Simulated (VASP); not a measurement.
Input of a VASP 6.6.1 run:

Contents of INCAR:

```
PREC = Accurate
ENCUT = 500
EDIFF = 1E-6
ISMEAR = -1
SIGMA = 0.1
LREAL = False
LASPH = True
NELM = 120
ALGO = Normal
ISIF = 2
LWAVE = False
LCHARG = False
GGA = RE
NBANDS = 10
GGA_COMPAT = False
```

Contents of KPOINTS:

```
Automatic mesh
0
Gamma
  13 13 13
```

File POSCAR:

```
Ir
1.0
    2.5813361944      0.0000000000      0.0000000000
    0.0000000000      2.5813361944      0.0000000000
    0.0000000000      0.0000000000      2.5813361944
Ir
1
Direct
    0.0000000000      0.0000000000      0.0000000000
```

Potentials or basis: VASP PAW PBE potentials, release 64 (Ir).

Command:

```sh
$ cat potpaw_PBE.64/Ir/POTCAR > POTCAR
$ mpirun -np 1 vasp_std > vasp.out
```

**Question.** Estimate the band gap on the k mesh.

**Answer.** Zero (an odd number of electrons rules out a gap without spin polarisation).

**Question.** What does it give for the pressure?

**Answer.** 0.1 GPa.

Caveat: the PAW data sets were made with another functional, which shifts forces and pressure a little; spin-orbit coupling is left out, which moves the levels of the heavy elements.
